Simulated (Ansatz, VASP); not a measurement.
Two plane-wave programs on K2S

```xyz
3
Lattice="0.0000 3.6955 3.6955 3.6955 0.0000 3.6955 3.6955 3.6955 0.0000" Properties=species:S:1:pos:R:3 pbc="T T T"
K     1.8478    1.8478    1.8478
K     5.5433    5.5433    5.5433
S     0.0000    0.0000    0.0000
```

Alike in both runs: task electric field gradients; functional PBE; k mesh 7 × 7 × 7; occupations fermi-dirac, width 0.01 eV; no spin polarisation.

|  | VASP | Ansatz |
| --- | --- | --- |
| version | VASP 6.6.1 | Ansatz 0.2.0 |
| potentials or method | VASP PAW PBE potentials, release 64 (K_sv, S) | PAW with Ansatz's default frozen-core files, scalar-relativistic |
| plane-wave cutoff (eV) | 400 | 420 |
| valence electrons in the cell | 24 | 24 |

```csv
,VASP,Ansatz,Ansatz less VASP
gap on the k mesh at the Fermi level (eV),2.40,2.40,+0.002
pressure (GPa),0.6,0.6,-0.05
```

With one functional, cell and mesh, what is left measures potentials, basis and numerics.
